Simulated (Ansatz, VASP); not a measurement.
# K2S: VASP beside Ansatz

POSCAR

```
K2S
1.0
    0.0000000000      3.7027051400      3.7027051400
    3.7027051400      0.0000000000      3.7027051400
    3.7027051400      3.7027051400      0.0000000000
K S
2 1
Direct
    0.7500000000      0.7500000000      0.7500000000
    0.2500000000      0.2500000000      0.2500000000
    0.0000000000      0.0000000000      0.0000000000
```

Contents of INCAR.step1:

```
PREC     = Accurate       # precision mode
ENCUT    = 400            # plane-wave cutoff, eV
EDIFF    = 1E-5           # SCF threshold, eV
ISMEAR   = 0              # smearing method
SIGMA    = 0.01           # smearing width, eV
LREAL    = False          # projectors in reciprocal space
LASPH    = True           # aspherical terms in the spheres
NELM     = 120            # most SCF steps
ALGO     = Normal         # electronic algorithm
ISIF     = 2              # what is computed and relaxed
LWAVE    = True           # write WAVECAR
GGA      = PE             # functional
NBANDS   = 19             # bands
GGA_COMPAT= False
```

The input INCAR.step2:

```
PREC     = Accurate       # precision mode
ENCUT    = 400            # plane-wave cutoff, eV
EDIFF    = 1E-6           # SCF threshold, eV
ISMEAR   = 0              # smearing method
SIGMA    = 0.01           # smearing width, eV
LREAL    = False          # projectors in reciprocal space
LASPH    = True           # aspherical terms in the spheres
NELM     = 120            # most SCF steps
ALGO     = Normal         # electronic algorithm
ISIF     = 2              # what is computed and relaxed
LWAVE    = False          # write WAVECAR
LCHARG   = True           # write CHGCAR
GGA      = PE             # functional
LHFCALC  = True           # exact exchange
HFSCREEN = 0.2079         # screening, 1/A
PRECFOCK = Normal       
LELF     = True           # ELF
LVHAR    = True         
ISTART   = 1            
NBANDS   = 19             # bands
GGA_COMPAT= False
```

File KPOINTS:

```
Automatic mesh
0
Gamma
  4 4 4
```

Input for Ansatz:

```yaml
crystal:
  lattice:
    - [0.0, 3.70270514, 3.70270514]
    - [3.70270514, 0.0, 3.70270514]
    - [3.70270514, 3.70270514, 0.0]
  atoms:
    - { symbol: K, position: [0.75, 0.75, 0.75] }
    - { symbol: K, position: [0.25, 0.25, 0.25] }
    - { symbol: S, position: [0.0, 0.0, 0.0] }
kpoints:
  mp_grid: { grid: [4, 4, 4] }
  band_path:
    path:
      - [0.0, 0.0, 0.0]
      - [0.5, 0.0, 0.5]
      - [0.625, 0.25, 0.625]
      - [0.375, 0.375, 0.75]
      - [0.5, 0.5, 0.5]
      - [0.5, 0.25, 0.75]
      - [0.0, 0.5, 0.5]
    npoints: 1
hamiltonian:
  xc: hse06
scf:
  occupations: { method: fixed }
  n_extra_bands: 4
output:
  forces: true
  stress: true
  eigenvalues: true
```

Alike in both runs: task single point; functional HSE06; k mesh 4 × 4 × 4; no spin polarisation.

```csv
,VASP,Ansatz
version,VASP 6.6.1,Ansatz 0.2.0
potentials or method,"VASP PAW PBE potentials, release 64 (K_sv, S)","plane waves, PAW"
plane-wave cutoff (eV),400,420
occupations,"gaussian, width 0.01 eV",fixed
valence electrons in the cell,24,24
```

```csv
,VASP,Ansatz,Ansatz less VASP
gap on the k mesh at the Fermi level (eV),3.31,3.31,+0.004
pressure (GPa),0.2,0.1,-0.07
```

Ansatz's warnings: stress exchange threshold loose, stress scf threshold loose.
